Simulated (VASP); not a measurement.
The system is V.

```
CELL_PARAMETERS angstrom
-1.51435 1.51435 1.51435
1.51435 -1.51435 1.51435
1.51435 1.51435 -1.51435
ATOMIC_POSITIONS crystal
V 0.00000 0.00000 0.00000
```

| Property | Result |
| --- | --- |
| Program | VASP 6.6.1 |
| Task | relaxation of cell and atoms |
| Functional | PBEsol |
| Dispersion | D4 |
| Potentials or basis | VASP PAW PBE potentials, release 64 (V_sv) |
| Cutoff | 600 eV |
| k mesh | 12 × 12 × 12 |
| Occupations | fermi-dirac, width 0.05 eV |
| Spin | collinear spin, ferromagnetic start |
| Starting moments | [2.0] μB |

At the start: pressure -13.9 GPa; volume 13.89 Å³/atom.

Task: How do energy, volume and symmetry change on relaxing?

Result: Over 4 steps the energy falls by 50.7 meV/atom and the volume is 12.79 Å³/atom (-7.9 %); space group Im-3m (No. 229, to 0.1 Å) before and after; moment 0.00 μB per cell.

The path:
```csv
step,energy change (eV),largest force (eV/Å),pressure (GPa),volume (Å³)
1,0.0000,0.0000,-13.92,13.89
2,0.0279,0.0000,23.03,11.60
3,-0.0507,0.0000,-0.30,12.81
4,-0.0507,0.0000,0.03,12.79
```

Final structure:
```
V
1.0
    -1.47329    1.47329    1.47329
     1.47329   -1.47329    1.47329
     1.47329    1.47329   -1.47329
V
1
Direct
  0.00000 0.00000 0.00000
```

Caveat: the moments typed at the start vanished in this run; the PAW data sets were made with another functional, which shifts forces and pressure a little.
